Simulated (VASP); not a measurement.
# Cd (P-1) in VASP: electric field gradients with PBE

Aim: the electric field gradients of Cd with PBE.

Everything below comes from runs of VASP 6.6.1. Logs are shortened: lines on timing, memory, paths and dates and some standing lists are left out, and cuts for length are marked.

**1. The cell of the first run**

The typed cell holds 2 atoms: a = 2.979 Å, b = 2.966 Å, c = 5.618 Å, α = 89.79°, β = 89.43°, γ = 119.57°.

**2. Electric field gradients, PBE (equal xy, yz and zx shear strains of +1 %)**

Contents of INCAR:

```
SYSTEM = Cd
  ALGO = Normal
  EDIFF = 1E-8
  ENCUT = 520
  GGA = PE
  ISIF = 2
  ISMEAR = -1
  LASPH = .TRUE.
  LCHARG = .FALSE.
  LEFG = .TRUE.
  LREAL = .FALSE.
  LWAVE = .FALSE.
  NBANDS = 19
  NELM = 60
  PREC = Accurate
  SIGMA = 0.05
```

Contents of KPOINTS:

```
k-points
0
G
  14 14 7
  0 0 0
```

Contents of POSCAR:

```
Cd
1.0
    2.9788725081      0.0148943625      0.0148943625
   -1.4765373577      2.5723320853      0.0054517151
    0.0280882500      0.0280882500      5.6176500000
Cd
2
Direct
    0.3333333333      0.6666666667      0.2500000000
    0.6666666667      0.3333333333      0.7500000000
```

Potentials or basis: VASP PAW PBE potentials, release 64 (Cd).

The run is started by

```
> cat potpaw_PBE.64/Cd/POTCAR > POTCAR
> mpirun -np 1 vasp_std > vasp.out
```

OUTCAR:

```text
SYSTEM = Cd
   EDIFF = 1E-8
   ENCUT = 520
   GGA = PE
   ISIF = 2
   ISMEAR = -1
   LASPH = .TRUE.
   LREAL = .FALSE.
   NELM = 60
   PREC = Accurate

 ion  position               nearest neighbor table
   1  0.333  0.667  0.250-   2 3.28   2 3.28   2 3.28   2 3.30   2 3.31   2 3.32
   2  0.667  0.333  0.750-   1 3.28   1 3.28   1 3.28   1 3.30   1 3.31   1 3.32

  LATTYP: Found a triclinic cell.
 ALAT       =     2.9918498557
 B/A-ratio  =     0.9913558883
 C/A-ratio  =     1.8776979830
 COS(alpha) =     0.0036852528
 COS(beta)  =     0.0136346634
 COS(gamma) =     0.5000188430

  Lattice vectors:

 A1 = (   1.5023351504,   2.5872264478,   0.0203460776)
 A2 = (  -1.4765373577,   2.5723320853,   0.0054517151)
 A3 = (   0.0280882500,   0.0280882500,   5.6176500000)

Analysis of symmetry for initial positions (statically):
=====================================================================
 Subroutine PRICEL returns:
 Original cell was already a primitive cell.

 Routine SETGRP: Setting up the symmetry group for a
 triclinic supercell.

 Subroutine GETGRP returns: Found  2 space group operations
 (whereof  2 operations were pure point group operations)
 out of a pool of  2 trial point group operations.

The static configuration has the point symmetry S_2 .

Analysis of symmetry for dynamics (positions and initial velocities):
=====================================================================
 Subroutine PRICEL returns:
 Original cell was already a primitive cell.

 Routine SETGRP: Setting up the symmetry group for a
 triclinic supercell.

 Subroutine GETGRP returns: Found  2 space group operations
 (whereof  2 operations were pure point group operations)
 out of a pool of  2 trial point group operations.

The dynamic configuration has the point symmetry S_2 .

 Subroutine INISYM returns: Found  2 space group operations
 (whereof  2 operations are pure point group operations),
 and found     1 'primitive' translations

----------------------------------------------------------------------------------------

                                     Primitive cell

  volume of cell :      43.1675

  direct lattice vectors                    reciprocal lattice vectors
     2.978872508  0.014894362  0.014894362     0.334749882  0.192154455 -0.002634522
    -1.476537358  2.572332085  0.005451715    -0.001928604  0.387649349 -0.001928604
     0.028088250  0.028088250  5.617650000    -0.000885668 -0.000885668  0.178019235

  length of vectors
     2.978946979  2.965987971  5.617790439     0.385989325  0.387658944  0.178023641

  position of ions in fractional coordinates (direct lattice)
     0.333333333  0.666666667  0.250000000
     0.666666667  0.333333333  0.750000000

  ion indices of the primitive-cell ions
   primitive index   ion index
                 1           1
                 2           2

----------------------------------------------------------------------------------------

 KPOINTS: k-points

Automatic generation of k-mesh.
 Grid dimensions read from file:
 generate k-points for:   14   14    7

 Generating k-lattice:

  Cartesian coordinates                     Fractional coordinates (reciprocal lattice)
     0.023910706  0.013725318 -0.000188180     0.071428571  0.000000000 -0.000000000
    -0.000137757  0.027689239 -0.000137757    -0.000000000  0.071428571 -0.000000000
    -0.000126524 -0.000126524  0.025431319     0.000000000  0.000000000  0.142857143

  Length of vectors
     0.027570666  0.027689925  0.025431949

  Shift w.r.t. Gamma in fractional coordinates (k-lattice)
     0.000000000  0.000000000  0.000000000

 Subroutine IBZKPT returns following result:
 ===========================================

 Found    688 irreducible k-points:

 Following reciprocal coordinates:
            Coordinates               Weight
  0.000000  0.000000  0.000000      1.000000
  0.071429  0.000000  0.000000      2.000000
  0.142857  0.000000  0.000000      2.000000
  0.214286 -0.000000  0.000000      2.000000
  0.285714  0.000000  0.000000      2.000000
  0.357143  0.000000  0.000000      2.000000
[... 16 lines left out ...]
 -0.000000  0.142857  0.000000      2.000000
  0.071429  0.142857  0.000000      2.000000
 [... further k-points ...]
   k-points           NKPTS =    688   k-points in BZ     NKDIM =    688   number of bands    NBANDS=     19
   number of dos      NEDOS =    301   number of ions     NIONS =      2
   total plane-waves  NPLWV =  24192
   dimension x,y,z NGX =    24 NGY =   24 NGZ =   42
   dimension x,y,z NGXF=    48 NGYF=   48 NGZF=   84
   ions per type =               2
   NGX,Y,Z   is equivalent  to a cutoff of  13.39, 13.45, 12.43 a.u.
   NGXF,Y,Z  is equivalent  to a cutoff of  26.79, 26.90, 24.86 a.u.
 SYSTEM =  Cd
   PREC   = accura    normal or accurate (medium, high low for compatibility)
   ISTART =      0    job   : 0-new  1-cont  2-samecut
   ICHARG =      2    charge: 1-file 2-atom 10-const
   ISPIN  =      1    spin polarized calculation?
   LNONCOLLINEAR =      F non collinear calculations
   LSORBIT =      F    spin-orbit coupling
   LASPH  =      T    aspherical Exc in radial PAW
   ENCUT  =  520.0 eV  38.22 Ry    6.18 a.u.   5.54  5.51 10.45*2*pi/ulx,y,z
   NELM   =     60;   NELMIN=  2; NELMDL= -5     # of ELM steps
   EDIFF  = 0.1E-07   stopping-criterion for ELM
   LREAL  =      F    real-space projection
   EDIFFG = 0.1E-06   stopping-criterion for IOM
   NSW    =      0    number of steps for IOM
   IBRION =     -1    ionic relax: 0-MD 1-quasi-New 2-CG
   NFREE  =      0    steps in history (QN), initial steepest desc. (CG)
   ISIF   =      2    stress and relaxation
   ISYM   =      2    0-nonsym 1-usesym 2-fastsym
   POTIM  = 0.5000    time-step for ionic-motion
   TEBEG  =    0.0;   TEEND  =   0.0 temperature during run
   PSTRESS=    0.0 pullay stress
   NELECT =      24.0000    total number of electrons
   NUPDOWN=      -1.0000    fix difference up-down
   EMIN   =  10.00;   EMAX   =-10.00  energy-range for DOS
   EFERMI =   0.00;   METHOD = LEGACY
   ISMEAR =    -1;   SIGMA  =   0.05  broadening in eV -4-tet -1-fermi 0-gaus
   EFERMI_NEDOS =   21; number of points for ismear=-14 and -15
   IALGO  =     38    algorithm
   IMIX   =      4    mixing-type and parameters
     AMIX     =   0.40;   BMIX     =  1.00
     AMIX_MAG =   1.60;   BMIX_MAG =  1.00
  volume/ion in A,a.u.               =      21.58       145.65
  Fermi-wavevector in a.u.,A,eV,Ry     =   1.346149  2.543852 24.655337  1.812116
  Thomas-Fermi vector in A             =   2.474004
   LORBIT       =      0    0 simple, 1 ext, 2 COOP (PROOUT), +10 PAW based schemes
   GGA     = PE    functional components
   LHFCALC =     F    Hartree Fock is set to
   AEXX    =    0.0000 exact exchange contribution
   IVDW    =     0    specifies the selected vdW correction
   LEPSILON=     F    determine dielectric tensor
   LRPA    =     F    only Hartree local field effects (RPA)
 non-spin polarized calculation
  energy-cutoff  :      520.00
  volume of cell :       43.17
 maximum number of plane-waves:      1188
 NGX is ok and might be reduce to    24
   NGX = 11   NGY = 11   NGZ = 21

 number of electron      23.9999995 magnetization

 Free energy of the ion-electron system (eV)
  ---------------------------------------------------
  ext. energy  EPLUGINS =         0.00000000
  ---------------------------------------------------
  free energy    TOTEN  =        -1.45994767 eV

  energy without entropy =       -1.45396617  energy(sigma->0) =       -1.45695692

 E-fermi :   3.0110     XC(G=0): -11.0329

 val. band max:        3.0109526158   @ k =   0.5000   0.3571   0.1429
 cond. band min:       3.0133670208   @ k =  -0.3571   0.4286   0.0000
 fundamental gap:      0.0024144050
 Fermi energy:         3.0109624956

 k-point     1 :       0.0000    0.0000    0.0000
  band No.  band energies     occupation
      1      -6.9145      2.00000
      2      -6.6488      2.00000
      3      -6.3107      2.00000
      4      -6.2587      2.00000
      5      -6.2542      2.00000
      6      -6.2042      2.00000
[... 11 lines left out ...]
     18      18.0032      0.00000
     19      18.6832      0.00000

 k-point     2 :       0.0714    0.0000    0.0000
  band No.  band energies     occupation
      1      -6.8637      2.00000
      2      -6.6029      2.00000
      3      -6.3254      2.00000
      4      -6.2726      2.00000
      5      -6.2105      2.00000
      6      -6.1622      2.00000
[... 11 lines left out ...]
     18      17.8395      0.00000
     19      19.1306      0.00000

 k-point     3 :       0.1429    0.0000    0.0000
  band No.  band energies     occupation
      1      -6.7582      2.00000
      2      -6.5245      2.00000
      3      -6.3731      2.00000
      4      -6.2653      2.00000
      5      -6.0809      2.00000
      6      -6.0375      2.00000
[... 11 lines left out ...]
     18      17.2460      0.00000
     19      17.7250      0.00000

 k-point     4 :       0.2143   -0.0000    0.0000
  band No.  band energies     occupation
      1      -6.7545      2.00000
      2      -6.5250      2.00000
      3      -6.3491      2.00000
      4      -6.1448      2.00000
      5      -6.1281      2.00000
      6      -5.8868      2.00000
[... 11 lines left out ...]
     18      15.8287      0.00000
     19      16.5545      0.00000

 k-point     5 :       0.2857    0.0000    0.0000
  band No.  band energies     occupation
      1      -6.8528      2.00000
      2      -6.6434      2.00000
      3      -6.3575      2.00000
      4      -6.1940      2.00000
      5      -6.0160      2.00000
      6      -5.9381      2.00000
[... 11 lines left out ...]
     18      16.2357      0.00000
     19      16.3768      0.00000
[... 334 lines left out ...]
      2      -6.5341      2.00000
      3      -6.3334      2.00000
      4      -6.2817      2.00000
      5      -6.1333      2.00000
      6      -6.1113      2.00000
[... 11 lines left out ...]
     18      18.1599      0.00000
     19      18.5586      0.00000

 k-point    22 :      -0.0714    0.0714   -0.0000
  band No.  band energies     occupation
      1      -6.8601      2.00000
      2      -6.5983      2.00000
      3      -6.2855      2.00000
      4      -6.2520      2.00000
      5      -6.2346      2.00000
      6      -6.2023      2.00000
[... 11 lines left out ...]
     18      17.8442      0.00000
     19      19.0908      0.00000

 k-point    23 :      -0.0000    0.1429    0.0000
  band No.  band energies     occupation
      1      -6.7484      2.00000
      2      -6.5149      2.00000
      3      -6.3562      2.00000
      4      -6.2589      2.00000
      5      -6.0988      2.00000
      6      -6.0551      2.00000
[... 11 lines left out ...]
     18      17.3171      0.00000
     19      17.8293      0.00000

 k-point    24 :       0.0714    0.1429    0.0000
  band No.  band energies     occupation
      1      -6.6723      2.00000
      2      -6.4724      2.00000
      3      -6.3965      2.00000
      4      -6.2671      2.00000
      5      -6.0241      2.00000
      6      -5.9794      2.00000
[... 11 lines left out ...]
     18      16.7874      0.00000
     19      17.4856      0.00000

 [... further k-points ...]

------------------------ aborting loop because EDIFF is reached ----------------------------------------

  FORCE on cell =-STRESS in cart. coord.  units (eV):
  Direction    XX          YY          ZZ          XY          YZ          ZX
  --------------------------------------------------------------------------------------
  -------------------------------------------------------------------------------------
  Total        1.0554323      1.0389303      0.6318873     -0.0450512     -0.0179534     -0.0153396
  in kB       39.1727712     38.5602909     23.4527354     -1.6720916     -0.6663464     -0.5693353
  external PRESSURE =      33.7285992 kB  Pullay stress =       0.0000000 kB

 VOLUME and BASIS-vectors are now :
 -----------------------------------------------------------------------------
  energy-cutoff  :      520.00
  volume of cell :       43.17
      direct lattice vectors                 reciprocal lattice vectors
     2.978872508  0.014894362  0.014894362     0.334749882  0.192154455 -0.002634522
    -1.476537358  2.572332085  0.005451715    -0.001928604  0.387649349 -0.001928604
     0.028088250  0.028088250  5.617650000    -0.000885668 -0.000885668  0.178019235

 POSITION                                       TOTAL-FORCE (eV/Angst)
 -----------------------------------------------------------------------------------
      0.01562      1.72687      1.41301         0.003391      0.000517      0.000150
      1.51480      0.88844      4.22498        -0.003391     -0.000517     -0.000150
 -----------------------------------------------------------------------------------
    total drift:                               -0.000000      0.000000     -0.000000

  FREE ENERGIE OF THE ION-ELECTRON SYSTEM (eV)
  ---------------------------------------------------
  free  energy   TOTEN  =        -1.4599476704 eV

  energy  without entropy=       -1.4539661703  energy(sigma->0) =       -1.45695692

 Electric field gradients (V/A^2)
---------------------------------------------------------------------
 ion       V_xx      V_yy      V_zz      V_xy      V_xz      V_yz
---------------------------------------------------------------------
   1     -40.750   -40.797    81.547     2.054    -0.055    -0.050
   2     -40.750   -40.797    81.547     2.054    -0.055    -0.050
---------------------------------------------------------------------

 Electric field gradients after diagonalization (V/A^2)
 (convention: |V_zz| > |V_xx| > |V_yy|)
----------------------------------------------------------------------
 ion       V_xx      V_yy      V_zz     asymmetry (V_yy - V_xx)/ V_zz
----------------------------------------------------------------------
   1     -42.827   -38.720    81.547       0.050
   2     -42.827   -38.720    81.547       0.050
----------------------------------------------------------------------

           NMR quadrupolar parameters

 Cq : quadrupolar parameter    Cq=e*Q*V_zz/h
 eta: asymmetry parameters     (V_yy - V_xx)/ V_zz
 Q  : nuclear electric quadrupole moment in mb (millibarn)
----------------------------------------------------------------------
 ion       Cq(MHz)       eta       Q (mb)
----------------------------------------------------------------------
   1       0.197       0.050       1.000
   2       0.197       0.050       1.000
----------------------------------------------------------------------
```

It took 9.2 min on 1 thread of Intel Xeon 8259CL, shared host; peak memory 0.53 GiB.

Results:

```yaml
Free_energy: -1.4599 eV
Pressure: 3.4 GPa
Largest_force: 0.003 eV/Å
Band_gap_on_the_k_mesh: zero (bands 12 and 13 overlap by 4.39 eV)
Largest_electric_field_gradient_by_atom: Cd +81.5 V/Å²
```

Forces on the atoms (eV/Å):
```
Cd   0.003  0.001  0.000
Cd  -0.003 -0.001  0.000
```

Levels at points of the mesh, in eV from the Fermi level:
```tsv
k point	band 8	band 9	band 10	band 11	band 12	band 13	band 14	band 15	band 16	band 17
(0.00, 0.00, 0.00)	-8.78	-8.77	-8.53	-8.52	-3.07	-3.06	10.54	14.38	14.77	14.85
(0.50, 0.00, 0.00)	-8.55	-8.26	-8.24	-2.41	-1.93	1.89	2.96	3.07	5.18	8.52
(0.00, 0.50, 0.00)	-8.55	-8.26	-8.23	-2.37	-1.87	1.95	3.01	3.15	5.23	8.36
(0.50, 0.50, 0.00)	-8.55	-8.25	-8.23	-2.33	-1.81	2.01	3.06	3.22	5.27	8.21
```

Electric field gradients, principal values (V/Å²):
```csv
atom,least,middle,greatest (by size)
1 Cd,-38.720,-42.827,81.547
2 Cd,-38.720,-42.827,81.547
```

Caveat: the cell differs from its parent crystal (equal xy, yz and zx shear strains of +1 %); the cell stands under pressure; without QUAD_EFG the Cq values of the log hold for a quadrupole moment of 1 mb, not for the nuclei.
